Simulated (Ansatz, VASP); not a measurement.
## BaZrO3: VASP beside Ansatz

```
Ba Zr O
1.0
     4.20536   -0.03154    0.00000
    -0.03154    4.20536    0.00000
     0.00000    0.00000    4.20536
Ba Zr O
1 1 3
Direct
  0.00000 0.00000 0.00000
  0.50000 0.50000 0.50000
  0.50000 0.50000 0.00000
  0.50000 0.00000 0.50000
  0.00000 0.50000 0.50000
```

Change from the starting cell: shear_xy strain -1.5%.

Alike in both runs: task single point; functional PBE; k mesh 6 × 6 × 6; occupations fermi-dirac, width 0.02 eV; no spin polarisation.

|  | VASP | Ansatz |
| --- | --- | --- |
| version | VASP 6.6.1 | Ansatz 0.2.0 |
| potentials or method | VASP PAW PBE potentials, release 64 (Ba_sv, Zr_sv, O) | plane waves, PAW |
| plane-wave cutoff (eV) | 520 | 420 |
| valence electrons in the cell | 40 | 40 |

|  | VASP | Ansatz | Ansatz less VASP |
| --- | --- | --- | --- |
| gap on the k mesh at the Fermi level (eV) | 3.10 | 3.15 | +0.049 |
| pressure (GPa) | 3.4 | 2.4 | -1.00 |
| traceless stress, the component that is largest in VASP (GPa) | 1.31 | 1.28 | -0.037 |

Spin-orbit coupling is off throughout.
